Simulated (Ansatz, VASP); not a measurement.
Two plane-wave programs on GaN

```xyz
2
Lattice="0.0000 2.1253 2.1253 2.1253 0.0000 2.1253 2.1253 2.1253 0.0000" Properties=species:S:1:pos:R:3 pbc="T T T"
Ga    2.1253    2.1253    2.1253
N     0.0000    0.0000    0.0000
```

Alike in both runs: task single point; functional revPBE; dispersion D4; k mesh 10 × 10 × 10; occupations gaussian, width 0.05 eV; no spin polarisation.

|  | VASP | Ansatz |
| --- | --- | --- |
| version | VASP 6.6.1 | Ansatz 0.2.0 |
| potentials or method | VASP PAW PBE potentials, release 64 (Ga_d, N), cutoff 520 eV | scalar-relativistic, plane waves, PAW |
| valence electrons in the cell | 18 | 18 |

```csv
,VASP,Ansatz,Ansatz less VASP
gap on the k mesh at the Fermi level (eV),0.58,0.60,+0.011
least direct gap on the mesh (eV),2.55,2.54,-0.005
pressure (GPa),-7.6,-8.4,-0.83
```

VASP's potentials were made for PBE, not for revPBE.
